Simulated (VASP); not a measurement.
# P (Cmce) in VASP: a series of runs

The runs below take P through single point, relaxation of cell and atoms, with PBE.

All numbers are computed with VASP 6.6.1; they aren't measurements. Logs are shortened: lines on timing, memory, paths and dates and some standing lists are left out, and cuts for length are marked.

**1. The cell of the first run**

Symmetry: Cmce, No. 64, orthorhombic system. The conventional cell has a = 3.322 Å, b = 11.149 Å, c = 4.531 Å, α = 90.00°, β = 90.00°, γ = 90.00°. Within 3.0 Å of P (site symmetry m) lie 3 P at 2.23 to 2.26 Å.

**2. Single point, PBE**

The input, INCAR:

```
PREC = Accurate ; ENCUT = 520
EDIFF = 1E-6 ; ISMEAR = 0
SIGMA = 0.05 ; LREAL = F
LASPH = T ; NELM = 60
ALGO = Normal ; ISIF = 2
LWAVE = F ; LCHARG = F
GGA = PE ; NBANDS = 18
```

The input, KPOINTS:

```
regular mesh
0
Gamma
  6 6 4
```

The input, POSCAR:

```
P
1.0
    1.6608323962     -5.5745965830      0.0000000000
    1.6608323962      5.5745965830      0.0000000000
    0.0000000000      0.0000000000      4.5305683857
P
4
Direct
    0.4047992706      0.5952007294      0.5854561382
    0.5952007294      0.4047992706      0.4145438618
    0.9047992706      0.0952007294      0.9145438618
    0.0952007294      0.9047992706      0.0854561382
```

Potentials or basis: VASP PAW PBE potentials, release 64 (P).

The run is started by

```bash
> cat potpaw_PBE.64/P/POTCAR > POTCAR
> mpirun -np 1 vasp_std > vasp.out
```

OUTCAR:

```text
PREC = Accurate
   ENCUT = 520
   EDIFF = 1E-6
   ISMEAR = 0
   LREAL = F
   LASPH = T
   NELM = 60
   ISIF = 2
   GGA = PE

 ion  position               nearest neighbor table
   1  0.405  0.595  0.585-   3 2.23   3 2.23   2 2.26
   2  0.595  0.405  0.415-   4 2.23   4 2.23   1 2.26
   3  0.905  0.095  0.915-   1 2.23   1 2.23   4 2.26
   4  0.095  0.905  0.085-   2 2.23   2 2.23   3 2.26

  LATTYP: Found a base centered orthorhombic cell.
 ALAT       =     3.3216647924
 B/A-ratio  =     3.3565076137
 C/A-ratio  =     1.3639450904

  Lattice vectors:

 A1 = (   1.6608323962,  -5.5745965830,   0.0000000000)
 A2 = (   1.6608323962,   5.5745965830,   0.0000000000)
 A3 = (   0.0000000000,   0.0000000000,   4.5305683857)

Analysis of symmetry for initial positions (statically):
=====================================================================
 Subroutine PRICEL returns:
 Original cell was already a primitive cell.

 Routine SETGRP: Setting up the symmetry group for a
 base centered orthorhombic supercell.

 Subroutine GETGRP returns: Found  8 space group operations
 (whereof  4 operations were pure point group operations)
 out of a pool of  8 trial point group operations.

The static configuration has the point symmetry C_2h.
 The point group associated with its full space group is D_2h.

Analysis of symmetry for dynamics (positions and initial velocities):
=====================================================================
 Subroutine PRICEL returns:
 Original cell was already a primitive cell.

 Routine SETGRP: Setting up the symmetry group for a
 base centered orthorhombic supercell.

 Subroutine GETGRP returns: Found  8 space group operations
 (whereof  4 operations were pure point group operations)
 out of a pool of  8 trial point group operations.

The dynamic configuration has the point symmetry C_2h.
 The point group associated with its full space group is D_2h.

 Subroutine INISYM returns: Found  8 space group operations
 (whereof  4 operations are pure point group operations),
 and found     1 'primitive' translations

----------------------------------------------------------------------------------------

                                     Primitive cell

  volume of cell :      83.8923

  direct lattice vectors                    reciprocal lattice vectors
     1.660832396 -5.574596583  0.000000000     0.301053858 -0.089692589  0.000000000
     1.660832396  5.574596583  0.000000000     0.301053858  0.089692589  0.000000000
     0.000000000  0.000000000  4.530568386     0.000000000  0.000000000  0.220722857

  length of vectors
     5.816742328  5.816742328  4.530568386     0.314130842  0.314130842  0.220722857

  position of ions in fractional coordinates (direct lattice)
     0.404799271  0.595200729  0.585456138
     0.595200729  0.404799271  0.414543862
     0.904799271  0.095200729  0.914543862
     0.095200729  0.904799271  0.085456138

  ion indices of the primitive-cell ions
   primitive index   ion index
                 1           1
                 2           2
                 3           3
                 4           4

----------------------------------------------------------------------------------------

 KPOINTS: regular mesh

Automatic generation of k-mesh.
 Grid dimensions read from file:
 generate k-points for:    6    6    4

 Generating k-lattice:

  Cartesian coordinates                     Fractional coordinates (reciprocal lattice)
     0.050175643 -0.014948765  0.000000000     0.166666667  0.000000000  0.000000000
     0.050175643  0.014948765  0.000000000     0.000000000  0.166666667  0.000000000
     0.000000000  0.000000000  0.055180714     0.000000000  0.000000000  0.250000000

  Length of vectors
     0.052355140  0.052355140  0.055180714

  Shift w.r.t. Gamma in fractional coordinates (k-lattice)
     0.000000000  0.000000000  0.000000000

 Subroutine IBZKPT returns following result:
 ===========================================

 Found     39 irreducible k-points:

 Following reciprocal coordinates:
            Coordinates               Weight
  0.000000  0.000000  0.000000      1.000000
  0.166667  0.000000  0.000000      4.000000
  0.333333 -0.000000  0.000000      4.000000
  0.500000  0.000000  0.000000      2.000000
  0.166667  0.166667  0.000000      2.000000
  0.333333  0.166667  0.000000      4.000000
[... 16 lines left out ...]
  0.333333  0.333333  0.250000      4.000000
  0.500000  0.333333  0.250000      8.000000
 [... further k-points ...]
   k-points           NKPTS =     39   k-points in BZ     NKDIM =     39   number of bands    NBANDS=     18
   number of dos      NEDOS =    301   number of ions     NIONS =      4
   total plane-waves  NPLWV =  82944
   dimension x,y,z NGX =    48 NGY =   48 NGZ =   36
   dimension x,y,z NGXF=    96 NGYF=   96 NGZF=   72
   ions per type =               4
   NGX,Y,Z   is equivalent  to a cutoff of  13.72, 13.72, 13.21 a.u.
   NGXF,Y,Z  is equivalent  to a cutoff of  27.44, 27.44, 26.42 a.u.
 SYSTEM =  unknown system
   PREC   = accura    normal or accurate (medium, high low for compatibility)
   ISTART =      0    job   : 0-new  1-cont  2-samecut
   ICHARG =      2    charge: 1-file 2-atom 10-const
   ISPIN  =      1    spin polarized calculation?
   LNONCOLLINEAR =      F non collinear calculations
   LSORBIT =      F    spin-orbit coupling
   LASPH  =      T    aspherical Exc in radial PAW
   ENCUT  =  520.0 eV  38.22 Ry    6.18 a.u.  10.82 10.82  8.42*2*pi/ulx,y,z
   NELM   =     60;   NELMIN=  2; NELMDL= -5     # of ELM steps
   EDIFF  = 0.1E-05   stopping-criterion for ELM
   LREAL  =      F    real-space projection
   EDIFFG = 0.1E-04   stopping-criterion for IOM
   NSW    =      0    number of steps for IOM
   IBRION =     -1    ionic relax: 0-MD 1-quasi-New 2-CG
   NFREE  =      0    steps in history (QN), initial steepest desc. (CG)
   ISIF   =      2    stress and relaxation
   ISYM   =      2    0-nonsym 1-usesym 2-fastsym
   POTIM  = 0.5000    time-step for ionic-motion
   TEBEG  =    0.0;   TEEND  =   0.0 temperature during run
   PSTRESS=    0.0 pullay stress
   NELECT =      20.0000    total number of electrons
   NUPDOWN=      -1.0000    fix difference up-down
   EMIN   =  10.00;   EMAX   =-10.00  energy-range for DOS
   EFERMI =   0.00;   METHOD = LEGACY
   ISMEAR =     0;   SIGMA  =   0.05  broadening in eV -4-tet -1-fermi 0-gaus
   EFERMI_NEDOS =   21; number of points for ismear=-14 and -15
   IALGO  =     38    algorithm
   IMIX   =      4    mixing-type and parameters
     AMIX     =   0.40;   BMIX     =  1.00
     AMIX_MAG =   1.60;   BMIX_MAG =  1.00
  volume/ion in A,a.u.               =      20.97       141.53
  Fermi-wavevector in a.u.,A,eV,Ry     =   1.015105  1.918270 14.019955  1.030438
  Thomas-Fermi vector in A             =   2.148371
   LORBIT       =      0    0 simple, 1 ext, 2 COOP (PROOUT), +10 PAW based schemes
   GGA     = PE    functional components
   LHFCALC =     F    Hartree Fock is set to
   AEXX    =    0.0000 exact exchange contribution
   IVDW    =     0    specifies the selected vdW correction
   LEPSILON=     F    determine dielectric tensor
   LRPA    =     F    only Hartree local field effects (RPA)
 non-spin polarized calculation
 Gauss-broadening in eV      SIGMA  =   0.05
  energy-cutoff  :      520.00
  volume of cell :       83.89
 maximum number of plane-waves:      2273
 NGX is ok and might be reduce to    48
   NGX = 21   NGY = 21   NGZ = 17

 number of electron      19.9999999 magnetization

 Free energy of the ion-electron system (eV)
  ---------------------------------------------------
  ext. energy  EPLUGINS =         0.00000000
  ---------------------------------------------------
  free energy    TOTEN  =       -21.49060602 eV

  energy without entropy =      -21.49047448  energy(sigma->0) =      -21.49054025

 E-fermi :   5.5819     XC(G=0):  -9.3158

 val. band max:        5.5296482401   @ k =   0.5000   0.5000   0.0000
 cond. band min:       5.6341192266   @ k =   0.5000   0.5000   0.0000
 fundamental gap:      0.1044709865
 Fermi energy:         5.5818837334

 k-point     1 :       0.0000    0.0000    0.0000
  band No.  band energies     occupation
      1      -9.9923      2.00000
      2      -7.2751      2.00000
      3      -4.0795      2.00000
      4      -1.0075      2.00000
      5       0.5748      2.00000
      6       0.7465      2.00000
[... 10 lines left out ...]
     17      12.3499      0.00000
     18      12.7553      0.00000

 k-point     2 :       0.1667    0.0000    0.0000
  band No.  band energies     occupation
      1      -9.6596      2.00000
      2      -6.9554      2.00000
      3      -4.2826      2.00000
      4      -0.7143      2.00000
      5      -0.1341      2.00000
      6       0.3841      2.00000
[... 10 lines left out ...]
     17      10.8444      0.00000
     18      12.2104      0.00000

 k-point     3 :       0.3333   -0.0000    0.0000
  band No.  band energies     occupation
      1      -8.6837      2.00000
      2      -5.9996      2.00000
      3      -5.3997      2.00000
      4      -2.3131      2.00000
      5      -0.3132      2.00000
      6       0.0146      2.00000
[... 10 lines left out ...]
     17      12.1614      0.00000
     18      12.2263      0.00000

 k-point     4 :       0.5000    0.0000    0.0000
  band No.  band energies     occupation
      1      -7.1584      2.00000
      2      -7.1584      2.00000
      3      -4.4253      2.00000
      4      -4.4253      2.00000
      5       0.2017      2.00000
      6       0.2017      2.00000
[... 375 lines left out ...]
      4      -1.8501      2.00000
      5       0.5363      2.00000
      6       1.8647      2.00000
[... 10 lines left out ...]
     17      11.9570      0.00000
     18      12.4228      0.00000

 k-point    23 :       0.3333    0.3333    0.2500
  band No.  band energies     occupation
      1      -8.3187      2.00000
      2      -6.6972      2.00000
      3      -4.9035      2.00000
      4      -2.6896      2.00000
      5      -0.9814      2.00000
      6       0.0024      2.00000
[... 10 lines left out ...]
     17      11.4086      0.00000
     18      12.0326      0.00000

 k-point    24 :       0.5000    0.3333    0.2500
  band No.  band energies     occupation
      1      -9.2561      2.00000
      2      -7.5421      2.00000
      3      -4.2421      2.00000
      4      -1.9734      2.00000
      5      -0.0519      2.00000
      6       1.0046      2.00000
[... 10 lines left out ...]
     17      10.7916      0.00000
     18      11.9349      0.00000

 [... further k-points ...]

------------------------ aborting loop because EDIFF is reached ----------------------------------------

  FORCE on cell =-STRESS in cart. coord.  units (eV):
  Direction    XX          YY          ZZ          XY          YZ          ZX
  --------------------------------------------------------------------------------------
  -------------------------------------------------------------------------------------
  Total       -0.1153813     -0.1019072     -0.0849084      0.0000000      0.0000000      0.0000000
  in kB       -2.2035558     -1.9462262     -1.6215829      0.0000000      0.0000000      0.0000000
  external PRESSURE =      -1.9237883 kB  Pullay stress =       0.0000000 kB

 VOLUME and BASIS-vectors are now :
 -----------------------------------------------------------------------------
  energy-cutoff  :      520.00
  volume of cell :       83.89
      direct lattice vectors                 reciprocal lattice vectors
     1.660832396 -5.574596583  0.000000000     0.301053858 -0.089692589  0.000000000
     1.660832396  5.574596583  0.000000000     0.301053858  0.089692589  0.000000000
     0.000000000  0.000000000  4.530568386     0.000000000  0.000000000  0.220722857

 POSITION                                       TOTAL-FORCE (eV/Angst)
 -----------------------------------------------------------------------------------
      1.66083      1.06141      2.65245         0.000000     -0.037984      0.025080
      1.66083     -1.06141      1.87812         0.000000      0.037984     -0.025080
      1.66083     -4.51319      4.14340         0.000000     -0.037984     -0.025080
      1.66083      4.51319      0.38716         0.000000      0.037984      0.025080
 -----------------------------------------------------------------------------------
    total drift:                               -0.000000     -0.000000     -0.000000

  FREE ENERGIE OF THE ION-ELECTRON SYSTEM (eV)
  ---------------------------------------------------
  free  energy   TOTEN  =       -21.4906060221 eV

  energy  without entropy=      -21.4904744798  energy(sigma->0) =      -21.49054025
```

Wall time 2 min (1 thread of Intel Xeon Platinum 8375C at 2.90GHz (Ice Lake), shared host); peak memory 0.25 GiB.

Results:

```yaml
Free_energy: -21.4906 eV
Pressure: -0.2 GPa
Largest_force: 0.046 eV/Å
Band_gap_on_the_k_mesh: 0.10 eV
```

Forces in eV/Å, atoms in the order of the input:
```
P    0.000 -0.038  0.025
P    0.000  0.038 -0.025
P    0.000 -0.038 -0.025
P    0.000  0.038  0.025
```

Levels at points of the mesh, in eV from the valence-band top:
```tsv
k point	band 6	band 7	band 8	band 9	band 10	band 11	band 12	band 13	band 14	band 15
(0.00, 0.00, 0.00)	-4.78	-3.88	-2.66	-2.37	-1.07	0.75	1.15	2.01	2.86	5.35
(0.50, 0.00, 0.00)	-5.33	-3.26	-3.26	-2.54	-2.54	0.76	0.76	1.48	1.48	3.28
(0.50, 0.50, 0.00)	-5.37	-3.96	-2.22	-1.62	0.00	0.10	0.94	2.19	2.76	5.21
(0.00, 0.00, 0.50)	-4.22	-3.07	-3.07	-1.51	-1.51	1.50	1.50	2.87	2.87	4.53
(0.50, 0.00, 0.50)	-5.45	-5.25	-5.25	-1.77	-1.77	1.79	1.79	3.54	3.54	5.09
(0.50, 0.50, 0.50)	-3.09	-2.77	-2.77	-1.79	-1.79	1.48	1.48	2.54	2.54	3.09
```

Caveat: semilocal functionals underestimate gaps, and a narrow one can read as zero.

(Continued in part 2 of 2.)
